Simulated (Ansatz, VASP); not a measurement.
# Al6H in VASP and in Ansatz

```xyz
14
Lattice="5.7143 0.0000 0.0000 -2.8572 4.9487 0.0000 0.0000 0.0000 22.6016" Properties=species:S:1:pos:R:3 pbc="T T T"
Al    1.4286    0.8248    4.0000
Al    0.0000    3.2992    4.0000
Al    4.2857    0.8248    4.0000
Al    2.8572    3.2992    4.0000
Al    0.0000    1.6496    6.3009
Al   -1.4286    4.1239    6.3009
Al    2.8572    1.6496    6.3009
Al    1.4286    4.1239    6.3009
Al    0.0000    0.0000    8.6016
Al   -1.4286    2.4744    8.6016
Al    2.8572    0.0000    8.6016
Al    1.4286    2.4744    8.6016
H     0.0000    1.5499   10.0116
H     0.0000    3.3989   10.0116
```

Alike in both runs: task single point; functional PBE; k mesh 6 × 6 × 1; occupations gaussian, width 0.1 eV; no spin polarisation.

```csv
,VASP,Ansatz
version,VASP 6.6.1,Ansatz 0.2.0
potentials or method,"VASP PAW PBE potentials, release 64 (Al, H), cutoff 520 eV","scalar-relativistic, plane waves, PAW"
valence electrons in the cell,38,38
```

```csv
,VASP,Ansatz,Ansatz less VASP
gap on the k mesh at the Fermi level (eV),none,none,-
rms of the force components (eV/Å),0.306,0.306,0.0000
```

Atom by atom the forces differ by 0.001 eV/Å (rms over components). A gap of «none» marks a metal or a gap that the smearing closes.
